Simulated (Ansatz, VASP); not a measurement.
**One calculation of KF, two programs**

```
K F
1.0
     0.05639    2.65088    2.65088
     2.65088    0.05639    2.65088
     2.65088    2.65088    0.05639
K F
1 1
Direct
  0.00000 0.00000 0.00000
  0.50000 0.50000 0.50000
```

Alike in both runs: task single point; functional LDA; k mesh 8 × 8 × 8; occupations gaussian, width 0.05 eV; no spin polarisation.

|  | VASP | Ansatz |
| --- | --- | --- |
| version | VASP 6.6.1 | Ansatz 0.2.0 |
| potentials or method | VASP PAW LDA potentials, release 64 (K_sv, F), cutoff 520 eV | scalar-relativistic, plane waves, PAW |
| valence electrons in the cell | 16 | 16 |

|  | VASP | Ansatz | Ansatz less VASP |
| --- | --- | --- | --- |
| gap on the k mesh at the Fermi level (eV) | 6.07 | 6.09 | +0.018 |
| least direct gap on the mesh (eV) | 6.07 | 6.09 | +0.018 |
| pressure (GPa) | -1.7 | -1.9 | -0.16 |
| traceless stress, the component that is largest in VASP (GPa) | -0.33 | -0.33 | -0.005 |

LDA's correlation is that of Perdew and Zunger in VASP and of Perdew and Wang (1992) in Ansatz.
